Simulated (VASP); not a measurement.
**BP: single point with r2SCAN**

The system is BP.

```
B P
1.0
     0.00000    2.16689    2.26900
     2.26900    0.00000    2.26900
     2.26900    2.16689    0.00000
B P
1 1
Cartesian
  0.0000 0.0000 0.0000
  3.4035 3.2503 3.4035
```

This cell differs from its parent crystal: strain -0.0450 x Voigt [0, 1, 0, 0, 0, 0].

```json
{
 "Program": "VASP 6.6.1",
 "Task": "single point",
 "Functional": "r2SCAN",
 "Potentials or basis": "VASP PAW PBE potentials, release 64 (B, P)",
 "Cutoff": "520 eV",
 "k mesh": "8 × 8 × 8",
 "Occupations": "gaussian, width 0.05 eV",
 "Spin": "no spin polarisation",
 "Dipole correction": "no",
 "Further INCAR settings": "ALGO = Normal; EDIFF = 1e-07; NBANDS = 11"
}
```

```
Pressure               : 7.7 GPa
Band gap on the k mesh : 0.69 eV, indirect (least direct gap 3.22 eV)
```

Stress tensor (GPa, compression positive):
```
 3.41  0.00  0.00
 0.00 16.35  0.00
 0.00  0.00  3.41
```

Levels at points of the mesh, in eV from the valence-band top:
```
           k point  band 2  band 3  band 4  band 5  band 6  band 7
(0.00, 0.00, 0.00)   -0.47   -0.47    0.00    3.22    3.51    3.51
(0.50, 0.00, 0.00)  -10.16   -2.55   -1.92    3.83    4.49    5.30
(0.50, 0.50, 0.00)   -9.84   -4.69   -4.60    1.33    1.80   12.60
(0.50, 0.00, 0.50)   -9.38   -5.17   -5.17    0.77    1.09   13.16
```

Wall time 65 s on 1 thread of Intel Xeon 8259CL, with other jobs on the host, peak memory 0.14 GiB.

Caveat: the cell differs from its parent crystal (strain -0.0450 x Voigt [0, 1, 0, 0, 0, 0]); the PAW data sets were made with another functional, which shifts forces and pressure a little. A k mesh can miss the band edges.
